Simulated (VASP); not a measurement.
# SnMo (F-43m) in VASP: notebook

SnMo is run at these levels: PBE; tasks: single point, relaxation of cell and atoms.

Program: VASP 6.6.1. These are calculated values, not measurements. Logs are shortened: lines on timing, memory, paths and dates and some standing lists are left out, and cuts for length are marked.

## 1. The cell of the first run

Symmetry: F-43m, No. 216, cubic system. The conventional cell has a = 6.166 Å, b = 6.166 Å, c = 6.166 Å, α = 90.00°, β = 90.00°, γ = 90.00°. Sn (site symmetry -43m) has 4 Mo at 2.67 Å within 3.5 Å. Within 3.5 Å of Mo (site symmetry -43m) lie 4 Sn at 2.67 Å.

## 2. Single point, PBE

The input, INCAR:

```
SYSTEM = SnMo
PREC     = Accurate       ! precision mode
ENCUT    = 520            ! plane-wave cutoff, eV
EDIFF    = 1E-6           ! SCF threshold, eV
ISMEAR   = 0              ! smearing method
SIGMA    = 0.1            ! smearing width, eV
LREAL    = .False.        ! projectors in reciprocal space
LASPH    = .True.         ! aspherical terms in the spheres
NELM     = 100            ! most SCF steps
ALGO     = Fast           ! electronic algorithm
ISIF     = 2              ! what is computed and relaxed
LWAVE    = .False.        ! write WAVECAR
LCHARG   = .False.        ! write CHGCAR
GGA      = PE             ! functional
NBANDS   = 21             ! bands
```

The input, KPOINTS:

```
Automatic mesh
0
Gamma
  16 16 16
  0 0 0
```

The input, POSCAR:

```
SnMo
1.0
    0.0000000000      3.0830520255      3.0830520255
    3.0830520255      0.0000000000      3.0830520255
    3.0830520255      3.0830520255      0.0000000000
Sn Mo
1 1
Direct
    0.0000000000      0.0000000000      0.0000000000
    0.2500000000      0.2500000000      0.2500000000
```

Potentials or basis: VASP PAW PBE potentials, release 64 (Sn_d, Mo_sv).

Run with:

```bash
cat potpaw_PBE.64/Sn_d/POTCAR potpaw_PBE.64/Mo_sv/POTCAR > POTCAR
mpirun -np 1 vasp_std > vasp.out
```

OUTCAR:

```text
SYSTEM = SnMo
   PREC = Accurate
   ENCUT = 520
   EDIFF = 1E-6
   ISMEAR = 0
   LREAL = .False.
   LASPH = .True.
   NELM = 100
   ISIF = 2
   GGA = PE

 ion  position               nearest neighbor table
   1  0.000  0.000  0.000-   2 2.67   2 2.67   2 2.67   2 2.67
   2  0.250  0.250  0.250-   1 2.67   1 2.67   1 2.67   1 2.67

  LATTYP: Found a face centered cubic cell.
 ALAT       =     6.1661040510

  Lattice vectors:

 A1 = (   0.0000000000,   3.0830520255,   3.0830520255)
 A2 = (   3.0830520255,   0.0000000000,   3.0830520255)
 A3 = (   3.0830520255,   3.0830520255,   0.0000000000)

Analysis of symmetry for initial positions (statically):
=====================================================================
 Subroutine PRICEL returns:
 Original cell was already a primitive cell.

 Routine SETGRP: Setting up the symmetry group for a
 face centered cubic supercell.

 Subroutine GETGRP returns: Found 24 space group operations
 (whereof 24 operations were pure point group operations)
 out of a pool of 48 trial point group operations.

The static configuration has the point symmetry T_d .

Analysis of symmetry for dynamics (positions and initial velocities):
=====================================================================
 Subroutine PRICEL returns:
 Original cell was already a primitive cell.

 Routine SETGRP: Setting up the symmetry group for a
 face centered cubic supercell.

 Subroutine GETGRP returns: Found 24 space group operations
 (whereof 24 operations were pure point group operations)
 out of a pool of 48 trial point group operations.

The dynamic configuration has the point symmetry T_d .

 Subroutine INISYM returns: Found 24 space group operations
 (whereof 24 operations are pure point group operations),
 and found     1 'primitive' translations

----------------------------------------------------------------------------------------

                                     Primitive cell

  volume of cell :      58.6101

  direct lattice vectors                    reciprocal lattice vectors
     0.000000000  3.083052025  3.083052025    -0.162176958  0.162176958  0.162176958
     3.083052025  0.000000000  3.083052025     0.162176958 -0.162176958  0.162176958
     3.083052025  3.083052025  0.000000000     0.162176958  0.162176958 -0.162176958

  length of vectors
     4.360093988  4.360093988  4.360093988     0.280898732  0.280898732  0.280898732

  position of ions in fractional coordinates (direct lattice)
     0.000000000  0.000000000  0.000000000
     0.250000000  0.250000000  0.250000000

  ion indices of the primitive-cell ions
   primitive index   ion index
                 1           1
                 2           2

----------------------------------------------------------------------------------------

 KPOINTS: Automatic mesh

Automatic generation of k-mesh.
 Grid dimensions read from file:
 generate k-points for:   16   16   16

 Generating k-lattice:

  Cartesian coordinates                     Fractional coordinates (reciprocal lattice)
    -0.010136060  0.010136060  0.010136060     0.062500000  0.000000000  0.000000000
     0.010136060 -0.010136060  0.010136060     0.000000000  0.062500000  0.000000000
     0.010136060  0.010136060 -0.010136060     0.000000000  0.000000000  0.062500000

  Length of vectors
     0.017556171  0.017556171  0.017556171

  Shift w.r.t. Gamma in fractional coordinates (k-lattice)
     0.000000000  0.000000000  0.000000000

 Subroutine IBZKPT returns following result:
 ===========================================

 Found    145 irreducible k-points:

 Following reciprocal coordinates:
            Coordinates               Weight
  0.000000  0.000000  0.000000      1.000000
  0.062500  0.000000  0.000000      8.000000
  0.125000  0.000000  0.000000      8.000000
  0.187500  0.000000  0.000000      8.000000
  0.250000  0.000000  0.000000      8.000000
  0.312500  0.000000  0.000000      8.000000
[... 16 lines left out ...]
 -0.125000  0.062500  0.000000     24.000000
 -0.062500  0.062500  0.000000     12.000000
 [... further k-points ...]
   k-points           NKPTS =    145   k-points in BZ     NKDIM =    145   number of bands    NBANDS=     21
   number of dos      NEDOS =    301   number of ions     NIONS =      2
   total plane-waves  NPLWV =  32768
   dimension x,y,z NGX =    32 NGY =   32 NGZ =   32
   dimension x,y,z NGXF=    64 NGYF=   64 NGZF=   64
   ions per type =               1   1
   NGX,Y,Z   is equivalent  to a cutoff of  12.20, 12.20, 12.20 a.u.
   NGXF,Y,Z  is equivalent  to a cutoff of  24.40, 24.40, 24.40 a.u.
 SYSTEM =  SnMo
   PREC   = accura    normal or accurate (medium, high low for compatibility)
   ISTART =      0    job   : 0-new  1-cont  2-samecut
   ICHARG =      2    charge: 1-file 2-atom 10-const
   ISPIN  =      1    spin polarized calculation?
   LNONCOLLINEAR =      F non collinear calculations
   LSORBIT =      F    spin-orbit coupling
   LASPH  =      T    aspherical Exc in radial PAW
   ENCUT  =  520.0 eV  38.22 Ry    6.18 a.u.   8.11  8.11  8.11*2*pi/ulx,y,z
   NELM   =    100;   NELMIN=  2; NELMDL= -5     # of ELM steps
   EDIFF  = 0.1E-05   stopping-criterion for ELM
   LREAL  =      F    real-space projection
   EDIFFG = 0.1E-04   stopping-criterion for IOM
   NSW    =      0    number of steps for IOM
   IBRION =     -1    ionic relax: 0-MD 1-quasi-New 2-CG
   NFREE  =      0    steps in history (QN), initial steepest desc. (CG)
   ISIF   =      2    stress and relaxation
   ISYM   =      2    0-nonsym 1-usesym 2-fastsym
   POTIM  = 0.5000    time-step for ionic-motion
   TEBEG  =    0.0;   TEEND  =   0.0 temperature during run
   PSTRESS=    0.0 pullay stress
   NELECT =      28.0000    total number of electrons
   NUPDOWN=      -1.0000    fix difference up-down
   EMIN   =  10.00;   EMAX   =-10.00  energy-range for DOS
   EFERMI =   0.00;   METHOD = LEGACY
   ISMEAR =     0;   SIGMA  =   0.10  broadening in eV -4-tet -1-fermi 0-gaus
   EFERMI_NEDOS =   21; number of points for ismear=-14 and -15
   IALGO  =     68    algorithm
   IMIX   =      4    mixing-type and parameters
     AMIX     =   0.40;   BMIX     =  1.00
     AMIX_MAG =   1.60;   BMIX_MAG =  1.00
  volume/ion in A,a.u.               =      29.31       197.76
  Fermi-wavevector in a.u.,A,eV,Ry     =   1.279784  2.418441 22.284260  1.637847
  Thomas-Fermi vector in A             =   2.412249
   LORBIT       =      0    0 simple, 1 ext, 2 COOP (PROOUT), +10 PAW based schemes
   GGA     = PE    functional components
   LHFCALC =     F    Hartree Fock is set to
   AEXX    =    0.0000 exact exchange contribution
   IVDW    =     0    specifies the selected vdW correction
   LEPSILON=     F    determine dielectric tensor
   LRPA    =     F    only Hartree local field effects (RPA)
 non-spin polarized calculation
 RMM-DIIS sequential band-by-band and
 Gauss-broadening in eV      SIGMA  =   0.10
  energy-cutoff  :      520.00
  volume of cell :       58.61
 maximum number of plane-waves:      1604
   NGX = 17   NGY = 17   NGZ = 17

 number of electron      27.9999996 magnetization

 Free energy of the ion-electron system (eV)
  ---------------------------------------------------
  ext. energy  EPLUGINS =         0.00000000
  ---------------------------------------------------
  free energy    TOTEN  =       -11.26914463 eV

  energy without entropy =      -11.24313965  energy(sigma->0) =      -11.25614214

 E-fermi :   5.3640     XC(G=0):  -9.7023

 val. band max:        5.3584160843   @ k =   0.2500   0.0625   0.0000
 cond. band min:       5.3644042122   @ k =  -0.1250   0.1250   0.0000
 fundamental gap:      0.0059881279
 Fermi energy:         5.3640312790

 k-point     1 :       0.0000    0.0000    0.0000
  band No.  band energies     occupation
      1     -55.3076      2.00000
      2     -29.4271      2.00000
      3     -29.4271      2.00000
      4     -29.4271      2.00000
      5     -15.0837      2.00000
      6     -15.0837      2.00000
[... 13 lines left out ...]
     20      12.9337      0.00000
     21      12.9337      0.00000

 k-point     2 :       0.0625    0.0000    0.0000
  band No.  band energies     occupation
      1     -55.3076      2.00000
      2     -29.4274      2.00000
      3     -29.4271      2.00000
      4     -29.4271      2.00000
      5     -15.0844      2.00000
      6     -15.0839      2.00000
[... 13 lines left out ...]
     20      13.0875      0.00000
     21      13.1165      0.00000

 k-point     3 :       0.1250    0.0000    0.0000
  band No.  band energies     occupation
      1     -55.3075      2.00000
      2     -29.4284      2.00000
      3     -29.4272      2.00000
      4     -29.4272      2.00000
      5     -15.0866      2.00000
      6     -15.0846      2.00000
[... 13 lines left out ...]
     20      13.2997      0.00000
     21      13.3984      0.00000

 k-point     4 :       0.1875    0.0000    0.0000
  band No.  band energies     occupation
      1     -55.3075      2.00000
      2     -29.4299      2.00000
      3     -29.4273      2.00000
      4     -29.4273      2.00000
      5     -15.0900      2.00000
      6     -15.0854      2.00000
[... 13 lines left out ...]
     20      13.4038      0.00000
     21      13.7184      0.00000

 k-point     5 :       0.2500    0.0000    0.0000
  band No.  band energies     occupation
      1     -55.3074      2.00000
      2     -29.4316      2.00000
      3     -29.4275      2.00000
      4     -29.4275      2.00000
      5     -15.0939      2.00000
      6     -15.0861      2.00000
[... 13 lines left out ...]
     20      13.6411      0.00000
     21      13.9744      0.00000
[... 382 lines left out ...]
     20      13.5683      0.00000
     21      13.9513      0.00000

 k-point    22 :      -0.1875    0.0625    0.0000
  band No.  band energies     occupation
      1     -55.3074      2.00000
      2     -29.4305      2.00000
      3     -29.4276      2.00000
      4     -29.4273      2.00000
      5     -15.0916      2.00000
      6     -15.0862      2.00000
[... 13 lines left out ...]
     20      13.3458      0.00000
     21      13.6610      0.00000

 k-point    23 :      -0.1250    0.0625    0.0000
  band No.  band energies     occupation
      1     -55.3075      2.00000
      2     -29.4290      2.00000
      3     -29.4274      2.00000
      4     -29.4272      2.00000
      5     -15.0883      2.00000
      6     -15.0854      2.00000
[... 13 lines left out ...]
     20      13.2836      0.00000
     21      13.3030      0.00000

 k-point    24 :      -0.0625    0.0625    0.0000
  band No.  band energies     occupation
      1     -55.3076      2.00000
      2     -29.4279      2.00000
      3     -29.4272      2.00000
      4     -29.4271      2.00000
      5     -15.0858      2.00000
      6     -15.0845      2.00000
[... 13 lines left out ...]
     20      13.0403      0.00000
     21      13.2107      0.00000

 [... further k-points ...]
[... 5 lines left out ...]
  --------------------------------------------------------------------------------------
  -------------------------------------------------------------------------------------
  Total        0.0121374      0.0121374      0.0121374      0.0000000     -0.0000000      0.0000000
  in kB        0.3317909      0.3317909      0.3317909      0.0000000     -0.0000000      0.0000000
  external PRESSURE =       0.3317909 kB  Pullay stress =       0.0000000 kB

 VOLUME and BASIS-vectors are now :
 -----------------------------------------------------------------------------
  energy-cutoff  :      520.00
  volume of cell :       58.61
      direct lattice vectors                 reciprocal lattice vectors
     0.000000000  3.083052025  3.083052025    -0.162176958  0.162176958  0.162176958
     3.083052025  0.000000000  3.083052025     0.162176958 -0.162176958  0.162176958
     3.083052025  3.083052025  0.000000000     0.162176958  0.162176958 -0.162176958

 POSITION                                       TOTAL-FORCE (eV/Angst)
 -----------------------------------------------------------------------------------
      0.00000      0.00000      0.00000         0.000000      0.000000     -0.000000
      1.54153      1.54153      1.54153        -0.000000     -0.000000      0.000000
 -----------------------------------------------------------------------------------
    total drift:                               -0.000000     -0.000000     -0.000000

  FREE ENERGIE OF THE ION-ELECTRON SYSTEM (eV)
  ---------------------------------------------------
  free  energy   TOTEN  =       -11.2691446257 eV

  energy  without entropy=      -11.2431396469  energy(sigma->0) =      -11.25614214
```

It took 3 min on 1 thread of Intel Xeon 8259CL, shared host; peak memory 0.31 GiB.

Results:

```yaml
Free_energy: -11.2691 eV
Pressure: 0.0 GPa
Band_gap_on_the_k_mesh: zero (band 14 reaches 5.52 eV, above the bottom of band 15 at 5.29 eV)
```

Levels at points of the mesh, in eV from the Fermi level:
```csv
k point,band 10,band 11,band 12,band 13,band 14,band 15,band 16,band 17,band 18,band 19
"(0.00, 0.00, 0.00)",-8.15,-1.84,-1.84,-1.84,-0.02,-0.02,5.02,6.59,6.59,6.59
"(0.50, 0.00, 0.00)",-6.87,-2.64,-1.55,-1.55,0.15,0.15,0.49,4.05,4.05,5.77
"(0.50, 0.50, 0.00)",-6.39,-3.10,-0.58,-0.58,-0.43,0.23,0.78,1.50,1.50,6.49
```

Caveat: spin-orbit coupling is left out, which moves the levels of the heavy elements.

## 3. Relaxation of cell and atoms, PBE

The input, INCAR:

```
PREC = Accurate
ENCUT = 600
EDIFF = 1E-6
ISMEAR = 0
SIGMA = 0.1
LREAL = F
LASPH = T
NELM = 60
ALGO = Fast
ISIF = 3
LWAVE = F
LCHARG = F
GGA = PE
IBRION = 2
NSW = 100
EDIFFG = -0.01
```

The input, KPOINTS:

```
regular mesh
0
Gamma
  16 16 16
```

The input, POSCAR:

```
SnMo
1.0
    0.0000000000      3.0815650252      3.0815650252
    3.0815650252      0.0000000000      3.0815650252
    3.0815650252      3.0815650252      0.0000000000
Sn Mo
1 1
Direct
    0.0000000000      0.0000000000      0.0000000000
    0.2500000000      0.2500000000      0.2500000000
```

Potentials or basis: VASP PAW PBE potentials, release 64 (Sn_d, Mo_sv).

Run with:

```bash
cat potpaw_PBE.64/Sn_d/POTCAR potpaw_PBE.64/Mo_sv/POTCAR > POTCAR
mpirun -np 1 vasp_std > vasp.out
```

It took 9 min on 1 thread of Intel Xeon 8259CL, shared host; peak memory 0.37 GiB.

Results (log left out):

```yaml
Free_energy: -11.2691 eV
Relaxed_volume: 29.32 Å³/atom
Relaxed_cell: a = 4.361 Å, b = 4.361 Å, c = 4.361 Å, α = 60.00°, β = 60.00°, γ = 60.00°
Space_group_after_relaxing_to_0.05_Å: F-43m (No. 216)
Energy_gained_by_relaxing: 0.0 meV/atom
Ionic_steps: 3
Pressure_after_relaxing: 0.0 GPa
Band_gap_on_the_k_mesh: zero (band 14 reaches 5.51 eV, above the bottom of band 15 at 5.29 eV)
```

Final structure:
```
CELL_PARAMETERS angstrom
0.00000 3.08360 3.08360
3.08360 0.00000 3.08360
3.08360 3.08360 0.00000
ATOMIC_POSITIONS crystal
Sn 0.00000 0.00000 0.00000
Mo 0.25000 0.25000 0.25000
```

Levels at points of the mesh, in eV from the Fermi level:
```
           k point  band 12  band 13  band 14  band 15  band 16  band 17
(0.00, 0.00, 0.00)    -1.84    -1.84    -0.02    -0.02     5.02     6.58
(0.50, 0.00, 0.00)    -1.55    -1.55     0.15     0.15     0.49     4.05
(0.50, 0.50, 0.00)    -0.58    -0.58    -0.43     0.23     0.78     1.50
```

Caveat: spin-orbit coupling is left out, which moves the levels of the heavy elements.
